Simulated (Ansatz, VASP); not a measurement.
## AlN: VASP beside Ansatz

The input INCAR:

```
PREC = Accurate
ENCUT = 520
EDIFF = 1E-7
ISMEAR = -1
SIGMA = 0.1
LREAL = False
LASPH = True
NELM = 60
ALGO = Normal
ISIF = 2
LWAVE = False
LCHARG = True
GGA = PS
LELF = True
LVHAR = True
NBANDS = 11
```

Contents of KPOINTS:

```
regular mesh
0
Gamma
  17 17 17
```

Contents of POSCAR:

```
AlN
1.0
    0.0000000000      1.8776260081      1.8776260081
    1.8776260081      0.0000000000      1.8776260081
    1.8776260081      1.8776260081      0.0000000000
Al N
1 1
Direct
    0.0000000000      0.0000000000      0.0000000000
    0.5000000000      0.5000000000      0.5000000000
```

Input for Ansatz:

```yaml
crystal:
  lattice:
    - [0.0, 1.8776260081, 1.8776260081]
    - [1.8776260081, 0.0, 1.8776260081]
    - [1.8776260081, 1.8776260081, 0.0]
  atoms:
    - { symbol: Al, position: [0.0, 0.0, 0.0] }
    - { symbol: "N", position: [0.5, 0.5, 0.5] }
kpoints:
  mp_grid: { grid: [17, 17, 17] }
scf:
  occupations: { method: fermi_dirac, width: 0.1 }
hamiltonian:
  xc: pbesol
  pseudopotentials: { kind: paw }
output:
  forces: true
  stress: true
  eigenvalues: true
  populations: true
```

Change from the starting cell: volume scaled by 0.8, PAW files.

Alike in both runs: task single point; functional PBEsol; k mesh 17 × 17 × 17; occupations fermi-dirac, width 0.1 eV; no spin polarisation.

```csv
,VASP,Ansatz
version,VASP 6.6.1,Ansatz 0.2.0
potentials or method,"VASP PAW PBE potentials, release 64 (Al, N)","PAW with Ansatz's default frozen-core files, scalar-relativistic"
plane-wave cutoff (eV),520,420
valence electrons in the cell,8,8
```

```csv
,VASP,Ansatz,Ansatz less VASP
gap on the k mesh at the Fermi level (eV),4.67,4.68,+0.009
pressure (GPa),91.1,90.6,-0.54
```

VASP's potentials were made for PBE, not for PBEsol. Both programs put the cell under a high pressure, so it lies far from rest at this level. The functional is the same, so the differences come from potentials, cutoffs and numerics.

Noted on VASP's run: the cell as given lies far from equilibrium.
